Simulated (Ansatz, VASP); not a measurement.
# One calculation of Pd, two programs

Contents of INCAR:

```
SYSTEM = Pd
PREC = Accurate
ENCUT = 520
EDIFF = 1E-6
ISMEAR = -1
SIGMA = 0.05
LREAL = .FALSE.
LASPH = .TRUE.
NELM = 150
ALGO = Normal
ISIF = 2
LWAVE = .FALSE.
LCHARG = .TRUE.
ISPIN = 2
MAGMOM = 0.5 0.5 0.5
LORBIT = 11
LMAXMIX = 4
GGA = RE
LELF = .TRUE.
LVHAR = .TRUE.
NBANDS = 26
```

KPOINTS

```
regular mesh
0
G
  9 9 13
  0 0 0
```

The input POSCAR:

```
Pd
1.0
    4.4764720644      0.0000000000      0.0000000000
   -2.2382360322      3.8767385270      0.0000000000
    0.0000000000      0.0000000000      2.6548889311
Pd
3
Direct
    1.0000000000      0.0000000000      0.0000000000
    0.3333333333      0.6666666667      0.5000000000
    0.6666666667      0.3333333333      0.5000000000
```

Input for Ansatz:

```yaml
crystal:
  lattice:
    - [4.4764720644, 0.0, 0.0]
    - [-2.2382360322, 3.876738527, 0.0]
    - [0.0, 0.0, 2.6548889311]
  atoms:
    - { symbol: Pd, position: [1.0, 0.0, 0.0], spin: 0.5 }
    - { symbol: Pd, position: [0.3333333333, 0.6666666667, 0.5], spin: 0.5 }
    - { symbol: Pd, position: [0.6666666667, 0.3333333333, 0.5], spin: 0.5 }
hamiltonian:
  xc: revpbe
  pseudopotentials:
    kind: paw
    azcp:
      Pd: "pseudopotentials/Pd.paw.azcp"
basis:
  ecutwfc: 420
  fft_grid_basis: typed
kpoints:
  mp_grid: { grid: [9, 9, 13], shift: [0, 0, 0] }
magnetization:
  spin_polarized: true
scf:
  occupations: { method: fermi_dirac, width: 0.05 }
  lower_state_search: "off"
output:
  stress: true
  write_density: true
  write_potential: true
  elf: true
  volumetric_format: npy
```

Alike in both runs: task single point; functional revPBE; k mesh 9 × 9 × 13; occupations fermi-dirac, width 0.05 eV; collinear spin.

```csv
,VASP,Ansatz
version,VASP 6.6.1,Ansatz 0.2.0
potentials or method,"VASP PAW PBE potentials, release 64 (Pd), cutoff 520 eV","plane waves (420 eV) with PAW, scalar-relativistic"
valence electrons in the cell,30,54
```

```csv
,VASP,Ansatz,Ansatz less VASP
pressure (GPa),6.5,6.8,+0.34
"traceless stress, the component that is largest in VASP (GPa)",0.44,0.36,-0.079
net moment per atom (μB),0.10,0.07,-0.032
size of the moment on the site where the two differ most (μB),0.10,0.07,-0.031
```

VASP's potentials were made for PBE, not for revPBE. Site moments also hang on the region over which each program counts them. The functional is the same, so the differences come from potentials, cutoffs and numerics. VASP's potentials hold 30 valence electrons a cell and Ansatz's 54, so a difference there can come from the potentials and not from the codes.
